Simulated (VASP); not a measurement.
A run of VASP 6.6.1 is set up as follows.

Contents of INCAR:

```
ALGO = Normal
EDIFF = 1E-7
ENCUT = 520
GGA = PE
ISIF = 2
ISMEAR = 0
LASPH = T
LCHARG = F
LREAL = F
LWAVE = F
NBANDS = 11
NELM = 100
PREC = Accurate
SIGMA = 0.05
```

KPOINTS

```
k-points
0
Gamma
  12 12 12
```

File POSCAR:

```
C
1.0
    0.0000000000      1.7298980000      1.8101510000
    1.7298980000      0.0000000000      1.8101510000
    1.7298980000      1.7298980000      0.0000000000
C
2
Direct
    0.5000000000      0.5000000000      0.5000000000
    0.7500000000      0.7500000000      0.7500000000
```

Potentials or basis: VASP PAW PBE potentials, release 64 (C).

Launch:

```sh
$ cat potpaw_PBE.64/C/POTCAR > POTCAR
$ mpirun -np 1 vasp_std > vasp.out
```

Question: What does it give for the pressure?

Answer: 24.7 GPa.

Question: What does it give for the band gap on the k mesh?

Answer: 3.67 eV, indirect (least direct gap 5.30 eV).

Stress tensor (GPa, compression positive):
```
40.11  0.00  0.00
 0.00 40.11  0.00
 0.00  0.00 -6.23
```

Caveat: the cell differs from its parent crystal (strain -0.030 along x and y, +0.015 along z). A k mesh can miss the band edges.
